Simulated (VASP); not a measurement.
Here is a VASP 6.6.1 calculation.

The input POSCAR:

```
Ir
1.0
    0.0644692700      1.8373557400      1.7560488600
    1.9418131400      0.0774349900      1.7430831500
    2.1728248700      2.0554017600     -0.1535767500
Ir
1
Direct
    0.0000000000      0.0000000000      0.0000000000
```

Contents of INCAR.step1:

```
SYSTEM = Ir
ALGO = Normal
EDIFF = 1E-4
ENCUT = 520
GGA = PE
ISMEAR = 1
LASPH = .TRUE.
LCHARG = .FALSE.
LREAL = .FALSE.
LWAVE = .TRUE.
NBANDS = 10
NELM = 60
PREC = Accurate
SIGMA = 0.05
```

INCAR.step2

```
SYSTEM = Ir
ALGO = Normal
EDIFF = 1E-6
ENCUT = 520
ISIF = 2
ISMEAR = 1
ISTART = 1
LASPH = .TRUE.
LCHARG = .FALSE.
LMIXTAU = .TRUE.
LREAL = .FALSE.
LWAVE = .FALSE.
METAGGA = R2SCAN
NBANDS = 10
NELM = 60
PREC = Accurate
SIGMA = 0.05
```

Contents of KPOINTS:

```
k-points
0
G
  9 9 8
  0 0 0
```

Potentials or basis: VASP PAW PBE potentials, release 64 (Ir).

Run with:

```bash
$ cat potpaw_PBE.64/Ir/POTCAR > POTCAR
$ cp INCAR.step1 INCAR
$ mpirun -np 1 vasp_std > vasp.out
$ cp INCAR.step2 INCAR
$ mpirun -np 1 vasp_std > vasp.out
```

Task: Estimate the pressure.

Result: 24.2 GPa.

Stress tensor (GPa, compression positive):
```
 13.05 -24.52  20.61
-24.52  32.76  22.97
 20.61  22.97  26.92
```

Caveat: the PAW data sets were made with another functional, which shifts forces and pressure a little.
